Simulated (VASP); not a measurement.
## Hf2SnTe6: single point with PBE

Crystal: Hf2SnTe6.

```xyz
9
Lattice="4.0367 0.0000 0.0000 -2.0183 3.4959 0.0000 0.0000 0.0000 21.7540" Properties=species:S:1:pos:R:3 pbc="T T T"
Hf    0.0000    0.0000   18.1651
Hf    0.0000    0.0000    3.5889
Sn    0.0000    0.0000   10.8770
Te    0.0000    2.3306   19.9105
Te    0.0000    2.3306    5.3329
Te    0.0000    2.3306   12.6952
Te    2.0183    1.1653    1.8435
Te    2.0183    1.1653    9.0588
Te    2.0183    1.1653   16.4211
```

| Quantity | Value |
| --- | --- |
| Program | VASP 6.6.1 |
| Task | single point |
| Functional | PBE |
| Potentials or basis | VASP PAW PBE potentials, release 64 (Hf_pv, Sn_d, Te) |
| Cutoff | 520 eV |
| k mesh | 12 × 12 × 2 |
| Occupations | gaussian, width 0.1 eV |
| Spin | no spin polarisation |
| Dipole correction | no |
| Further INCAR settings | ALGO = Normal; EDIFF = 1e-06; NBANDS = 45 |

The pressure is -0.1 GPa, the largest force is 0.025 eV/Å and the band gap on the k mesh is zero (bands 35 and 36 overlap by 0.52 eV).

Forces in eV/Å, atoms in the order of the input:
```
Hf   0.000  0.000 -0.001
Hf   0.000  0.000  0.001
Sn   0.000  0.000  0.000
Te   0.000  0.000 -0.025
Te   0.000  0.000 -0.025
Te   0.000  0.000  0.012
Te   0.000  0.000  0.025
Te   0.000  0.000 -0.012
Te   0.000  0.000  0.025
```

Levels at points of the mesh, in eV from the Fermi level:
```csv
k point,band 32,band 33,band 34,band 35,band 36,band 37,band 38,band 39
"(0.00, 0.00, 0.00)",0.17,0.17,0.22,0.22,0.79,0.85,0.85,0.86
"(0.50, 0.00, 0.00)",-1.36,-1.21,-1.13,-0.50,-0.25,0.04,0.17,2.21
"(0.00, 0.00, 0.50)",0.16,0.16,0.22,0.22,0.85,0.85,0.86,0.86
"(0.50, 0.00, 0.50)",-1.38,-1.22,-1.12,-0.50,-0.30,0.12,0.13,2.21
```

It took 7.5 min on 1 thread of Intel(R) Xeon(R) 6975P-C (Granite Rapids), on a shared host, peak memory 0.7 GiB.

Caveat: spin-orbit coupling is left out, which moves the levels of the heavy elements; this functional lacks dispersion, which binds layers or chains, so the pressure and a relaxed spacing across them are unreliable.
